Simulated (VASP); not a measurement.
A run of VASP 6.6.1:

INCAR

```
  PREC = Accurate
  ENCUT = 520
  EDIFF = 1E-6
  ISMEAR = 0
  SIGMA = 0.05
  LREAL = F
  LASPH = T
  NELM = 60
  ALGO = Normal
  ISIF = 2
  LWAVE = F
  LCHARG = F
  GGA = PS
  NBANDS = 31
```

File KPOINTS:

```
regular mesh
0
Gamma
  6 6 6
```

The input POSCAR:

```
HfO2
1.0
    0.0000000000     -2.5220673945     -2.5220673945
    0.0000000000      2.5220673945     -2.5220673945
    5.0441347890      0.0000000000      0.0000000000
Hf O
2 4
Direct
    0.0191906053     -0.0191906053      0.0000000000
    0.4808093947      0.5191906053      0.5000000000
   -0.0007634237      0.4992365763      0.6699069777
    0.5007634237      0.0007634237      0.3300930223
   -0.0007634237      0.4992365763      0.1699069777
    0.5007634237      0.0007634237      0.8300930223
```

Potentials or basis: VASP PAW PBE potentials, release 64 (Hf_pv, O).

The run is started by

```sh
$ cat potpaw_PBE.64/Hf_pv/POTCAR potpaw_PBE.64/O/POTCAR > POTCAR
$ mpirun -np 1 vasp_std > vasp.out
```

Hardware: 1 thread of Intel(R) Xeon(R) 6975P-C (Granite Rapids), with other jobs on the host.

Problem. Estimate the wall time of this run.

Solution. It took 57 s on 1 thread of Intel(R) Xeon(R) 6975P-C (Granite Rapids) (shared host), peak memory 0.25 GiB. Counts: scf iterations 14, k points 68.
